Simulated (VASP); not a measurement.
InSb, 2 atoms in the cell. Symmetry: F-43m, No. 216, cubic system. Conventional cell: a = 6.520 Å, b = 6.520 Å, c = 6.520 Å, α = 90.00°, β = 90.00°, γ = 90.00°. In (site symmetry -43m) has 4 Sb at 2.82 Å within 3.7 Å. Within 3.7 Å of Sb (site symmetry -43m) lie 4 In at 2.82 Å. 

| Quantity | Value |
| --- | --- |
| Program | VASP 6.6.1 |
| Task | single point |
| Functional | PBEsol |
| Potentials or basis | VASP PAW PBE potentials, release 64 (In_d, Sb) |
| Cutoff | 520 eV |
| k mesh | 16 × 16 × 16 |
| Occupations | gaussian, width 0.15 eV |
| Spin | no spin polarisation |
| Dipole correction | no |
| Further INCAR settings | ALGO = Normal; EDIFF = 1e-06; NBANDS = 16 |

Potentials or basis: VASP PAW PBE potentials, release 64 (In_d, Sb).

Command:

```console
$ cat potpaw_PBE.64/In_d/POTCAR potpaw_PBE.64/Sb/POTCAR > POTCAR
$ mpirun -np 1 vasp_std > vasp.out
```

Hardware: 1 thread of Intel Xeon 8259CL, with other jobs on the host.

Question: How long does it take, and how much memory?

Answer: Run time: 110 s on 1 thread of Intel Xeon 8259CL, on a shared host, peak memory 0.29 GiB. Counts: scf iterations 12, k points 145.
